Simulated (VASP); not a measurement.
# Sc3Al (P4/mmm) in VASP: single point with PBEsol

Aim: the single point of Sc3Al with PBEsol.

Program: VASP 6.6.1. These are calculated values, not measurements. Logs are shortened: lines on timing, memory, paths and dates and some standing lists are left out, and cuts for length are marked.

**1. The cell of the first run**

The structure is tetragonal, space group P4/mmm (No. 123). Conventional cell: a = 4.244 Å, b = 4.244 Å, c = 4.506 Å, α = 90.00°, β = 90.00°, γ = 90.00°. Sc (site symmetry mmm) has 8 Sc at 3.00 to 3.09 Å and 4 Al at 3.09 Å within 4.0 Å. Sc (site symmetry 4/mmm) has 4 Al at 3.00 Å and 8 Sc at 3.09 Å within 4.0 Å. Al (site symmetry 4/mmm) has 12 Sc at 3.00 to 3.09 Å within 4.0 Å.

**2. Single point, PBEsol (strain -0.030 along x and y, +0.030 along z)**

INCAR

```
SYSTEM = Sc3Al
  PREC = Accurate
  ENCUT = 520
  EDIFF = 1E-6
  ISMEAR = 0
  SIGMA = 0.15
  LREAL = .False.
  LASPH = .True.
  NELM = 100
  ALGO = Fast
  ISIF = 2
  LWAVE = .False.
  LCHARG = .True.
  GGA = PS
  LELF = .True.
  LVHAR = .True.
  NBANDS = 26
```

KPOINTS

```
regular mesh
0
Gamma
  12 12 12
  0 0 0
```

POSCAR

```
Sc3Al
1.0
    4.2435511487      0.0000000000      0.0000000000
    0.0000000000      4.2435511487      0.0000000000
    0.0000000000      0.0000000000      4.5060388487
Sc Al
3 1
Direct
    0.5000000000      0.0000000000      0.5000000000
    0.0000000000      0.5000000000      0.5000000000
    0.5000000000      0.5000000000      0.0000000000
    0.0000000000      0.0000000000      0.0000000000
```

Potentials or basis: VASP PAW PBE potentials, release 64 (Sc_sv, Al).

Started as:

```console
cat potpaw_PBE.64/Sc_sv/POTCAR potpaw_PBE.64/Al/POTCAR > POTCAR
mpirun -np 1 vasp_std > vasp.out
```

OUTCAR:

```text
SYSTEM = Sc3Al
   PREC = Accurate
   ENCUT = 520
   EDIFF = 1E-6
   ISMEAR = 0
   LREAL = .False.
   LASPH = .True.
   NELM = 100
   ISIF = 2
   GGA = PS

 ion  position               nearest neighbor table
   1  0.500  0.000  0.500-   2 3.00   2 3.00   2 3.00   2 3.00   4 3.09   3 3.09   3 3.09   3 3.09
                             4 3.09   4 3.09   4 3.09   3 3.09
   2  0.000  0.500  0.500-   1 3.00   1 3.00   1 3.00   1 3.00   4 3.09   3 3.09   4 3.09   4 3.09
                             4 3.09   3 3.09   3 3.09   3 3.09
   3  0.500  0.500  0.000-   4 3.00   4 3.00   4 3.00   4 3.00   2 3.09   1 3.09   2 3.09   1 3.09
                             2 3.09   1 3.09   2 3.09   1 3.09
   4  0.000  0.000  0.000-   3 3.00   3 3.00   3 3.00   3 3.00   2 3.09   2 3.09   2 3.09   2 3.09
                             1 3.09   1 3.09   1 3.09   1 3.09

  LATTYP: Found a simple tetragonal cell.
 ALAT       =     4.2435511487
 C/A-ratio  =     1.0618556701

  Lattice vectors:

 A1 = (   4.2435511487,   0.0000000000,   0.0000000000)
 A2 = (   0.0000000000,   4.2435511487,   0.0000000000)
 A3 = (   0.0000000000,   0.0000000000,   4.5060388487)

Analysis of symmetry for initial positions (statically):
=====================================================================
 Subroutine PRICEL returns:
 Original cell was already a primitive cell.

 Routine SETGRP: Setting up the symmetry group for a
 simple tetragonal supercell.

 Subroutine GETGRP returns: Found 16 space group operations
 (whereof 16 operations were pure point group operations)
 out of a pool of 16 trial point group operations.

The static configuration has the point symmetry D_4h.

Analysis of symmetry for dynamics (positions and initial velocities):
=====================================================================
 Subroutine PRICEL returns:
 Original cell was already a primitive cell.

 Routine SETGRP: Setting up the symmetry group for a
 simple tetragonal supercell.

 Subroutine GETGRP returns: Found 16 space group operations
 (whereof 16 operations were pure point group operations)
 out of a pool of 16 trial point group operations.

The dynamic configuration has the point symmetry D_4h.

 Subroutine INISYM returns: Found 16 space group operations
 (whereof 16 operations are pure point group operations),
 and found     1 'primitive' translations

----------------------------------------------------------------------------------------

                                     Primitive cell

  volume of cell :      81.1435

  direct lattice vectors                    reciprocal lattice vectors
     4.243551149  0.000000000  0.000000000     0.235651690  0.000000000  0.000000000
     0.000000000  4.243551149  0.000000000     0.000000000  0.235651690  0.000000000
[... 97 lines left out ...]
   POTIM  = 0.5000    time-step for ionic-motion
   TEBEG  =    0.0;   TEEND  =   0.0 temperature during run
   PSTRESS=    0.0 pullay stress
   NELECT =      36.0000    total number of electrons
   NUPDOWN=      -1.0000    fix difference up-down
   EMIN   =  10.00;   EMAX   =-10.00  energy-range for DOS
   EFERMI =   0.00;   METHOD = LEGACY
   ISMEAR =     0;   SIGMA  =   0.15  broadening in eV -4-tet -1-fermi 0-gaus
   EFERMI_NEDOS =   21; number of points for ismear=-14 and -15
   IALGO  =     68    algorithm
   IMIX   =      4    mixing-type and parameters
     AMIX     =   0.40;   BMIX     =  1.00
     AMIX_MAG =   1.60;   BMIX_MAG =  1.00
  volume/ion in A,a.u.               =      20.29       136.90
  Fermi-wavevector in a.u.,A,eV,Ry     =   1.248603  2.359518 21.211613  1.559010
  Thomas-Fermi vector in A             =   2.382682
   LORBIT       =      0    0 simple, 1 ext, 2 COOP (PROOUT), +10 PAW based schemes
   GGA     = PS    functional components
   LHFCALC =     F    Hartree Fock is set to
   AEXX    =    0.0000 exact exchange contribution
   IVDW    =     0    specifies the selected vdW correction
   LEPSILON=     F    determine dielectric tensor
   LRPA    =     F    only Hartree local field effects (RPA)
 non-spin polarized calculation
 RMM-DIIS sequential band-by-band and
 Gauss-broadening in eV      SIGMA  =   0.15
  energy-cutoff  :      520.00
  volume of cell :       81.14
 maximum number of plane-waves:      2210
 NGX is ok and might be reduce to    32
   NGX = 15   NGY = 15   NGZ = 17

 number of electron      36.0000011 magnetization

 Free energy of the ion-electron system (eV)
  ---------------------------------------------------
  ext. energy  EPLUGINS =         0.00000000
  ---------------------------------------------------
  free energy    TOTEN  =       -24.90703745 eV

  energy without entropy =      -24.84688346  energy(sigma->0) =      -24.87696045

 E-fermi :   5.0538     XC(G=0): -10.4910

 val. band max:        5.0527035911   @ k =   0.1667   0.0000   0.2500
 cond. band min:       5.0547919117   @ k =   0.0000   0.0000   0.5000
 fundamental gap:      0.0020883206
 Fermi energy:         5.0538453517

 k-point     1 :       0.0000    0.0000    0.0000
  band No.  band energies     occupation
      1     -43.9705      2.00000
      2     -43.8418      2.00000
      3     -43.8261      2.00000
      4     -22.9218      2.00000
      5     -22.9218      2.00000
      6     -22.9218      2.00000
[... 685 lines left out ...]
     25       7.9490      0.00000
     26       8.2704      0.00000

 [... further k-points ...]

------------------------ aborting loop because EDIFF is reached ----------------------------------------

  FORCE on cell =-STRESS in cart. coord.  units (eV):
  Direction    XX          YY          ZZ          XY          YZ          ZX
  --------------------------------------------------------------------------------------
  -------------------------------------------------------------------------------------
  Total        1.9648691      1.9648691     -0.2597194      0.0000000     -0.0000000      0.0000000
  in kB       38.7963066     38.7963066     -5.1281549      0.0000000     -0.0000000      0.0000000
  external PRESSURE =      24.1548194 kB  Pullay stress =       0.0000000 kB

 VOLUME and BASIS-vectors are now :
 -----------------------------------------------------------------------------
  energy-cutoff  :      520.00
  volume of cell :       81.14
      direct lattice vectors                 reciprocal lattice vectors
     4.243551149  0.000000000  0.000000000     0.235651690  0.000000000  0.000000000
     0.000000000  4.243551149  0.000000000     0.000000000  0.235651690  0.000000000
     0.000000000  0.000000000  4.506038849     0.000000000  0.000000000  0.221924407

 POSITION                                       TOTAL-FORCE (eV/Angst)
 -----------------------------------------------------------------------------------
      2.12178      0.00000      2.25302         0.000000      0.000000      0.000000
      0.00000      2.12178      2.25302         0.000000      0.000000      0.000000
      2.12178      2.12178      0.00000         0.000000      0.000000      0.000000
      0.00000      0.00000      0.00000         0.000000      0.000000      0.000000
 -----------------------------------------------------------------------------------
    total drift:                                0.000000     -0.000000     -0.000000

  FREE ENERGIE OF THE ION-ELECTRON SYSTEM (eV)
  ---------------------------------------------------
  free  energy   TOTEN  =       -24.9070374498 eV

  energy  without entropy=      -24.8468834578  energy(sigma->0) =      -24.87696045
```

OSZICAR:

```text
N       E                     dE             d eps       ncg     rms          rms(c)
DAV:   1     0.638266465164E+03    0.63827E+03   -0.16115E+04 10232   0.142E+03
DAV:   2     0.116008105661E+02   -0.62667E+03   -0.61735E+03 13424   0.636E+02
DAV:   3    -0.265538929859E+02   -0.38155E+02   -0.37353E+02 16774   0.204E+02
DAV:   4    -0.277127976609E+02   -0.11589E+01   -0.11415E+01 17120   0.350E+01
DAV:   5    -0.277408224192E+02   -0.28025E-01   -0.27971E-01 17176   0.669E+00    0.118E+01
RMM:   6    -0.248316740734E+02    0.29091E+01   -0.59759E+00 11341   0.235E+01    0.345E+00
RMM:   7    -0.249797506026E+02   -0.14808E+00   -0.65034E+00 13574   0.133E+01    0.165E+00
RMM:   8    -0.249042456323E+02    0.75505E-01   -0.40970E-01 12441   0.589E+00    0.122E+00
RMM:   9    -0.249053705656E+02   -0.11249E-02   -0.19155E-01 13901   0.204E+00    0.596E-01
RMM:  10    -0.249065793472E+02   -0.12088E-02   -0.44587E-02 14820   0.138E+00    0.232E-01
RMM:  11    -0.249067456246E+02   -0.16628E-03   -0.10450E-02 14456   0.744E-01    0.161E-01
RMM:  12    -0.249070670718E+02   -0.32145E-03   -0.32695E-03 16497   0.326E-01    0.647E-02
RMM:  13    -0.249070133786E+02    0.53693E-04   -0.77571E-04 16027   0.157E-01    0.431E-02
RMM:  14    -0.249070344220E+02   -0.21043E-04   -0.23166E-04 15519   0.708E-02    0.132E-02
RMM:  15    -0.249070343020E+02    0.11997E-06   -0.74277E-05 13824   0.487E-02    0.125E-02
RMM:  16    -0.249070368217E+02   -0.25198E-05   -0.26013E-05 12494   0.239E-02    0.183E-02
RMM:  17    -0.249070374498E+02   -0.62810E-06   -0.62346E-06 10960   0.187E-02
   1 F= -.24907037E+02 E0= -.24876960E+02  d E =-.601540E-01
```

It took 5.5 min on 1 thread of AMD EPYC 7R13 (Zen 3), shared host; peak memory 0.41 GiB.

What came out:

```yaml
Free_energy: -24.9070 eV
Pressure: 2.4 GPa
Band_gap_on_the_k_mesh: zero (bands 18 and 19 overlap by 1.38 eV)
```

Caveat: the cell differs from its parent crystal (strain -0.030 along x and y, +0.030 along z); the PAW data sets were made with another functional, which shifts forces and pressure a little.
